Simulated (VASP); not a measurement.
Set up this calculation in VASP 6.6.1, as the native input.

| Property | Result |
| --- | --- |
| Task | single point |
| Functional | PBE |
| Potentials or basis | VASP PAW PBE potentials, release 64 (Ni) |
| Cutoff | 520 eV |
| k mesh | 53 × 53 × 53 |
| Occupations | fermi-dirac, width 0.0612256 eV |
| Spin | no spin polarisation |
| Dipole correction | no |
| Further INCAR settings | ALGO = Normal; EDIFF = 1e-06; NBANDS = 11 |

The structure of Ni lies in POSCAR:

```
Ni
1.0
    0.0000000000      1.7796051196      1.7796051196
    1.7796051196      0.0000000000      1.7796051196
    1.7796051196      1.7796051196      0.0000000000
Ni
1
Direct
    0.0000000000      0.0000000000      0.0000000000
```

One way to write it, as run:

INCAR

```
SYSTEM = Ni
ALGO = Normal
EDIFF = 1E-6
ENCUT = 520
GGA = PE
ISIF = 2
ISMEAR = -1
LASPH = .True.
LCHARG = .False.
LREAL = .False.
LWAVE = .False.
NBANDS = 11
NELM = 80
PREC = Accurate
SIGMA = 0.06122561905347299
```

KPOINTS

```
k-points
0
Gamma
  53 53 53
  0 0 0
```

Potentials or basis: VASP PAW PBE potentials, release 64 (Ni).

The run is started by

```sh
$ cat potpaw_PBE.64/Ni/POTCAR > POTCAR
$ mpirun -np 1 vasp_std > vasp.out
```

It gave:

```yaml
Pressure: -7.1 GPa
Band_gap_on_the_k_mesh: zero (band 5 reaches 8.85 eV, above the bottom of band 6 at 7.94 eV)
```

Caveat: the run has no spin polarisation, though such a crystal can be magnetic.

Wall time 3.7 min on 1 thread of Intel(R) Xeon(R) Platinum 8488C (Sapphire Rapids), on a shared host, peak memory 0.54 GiB.
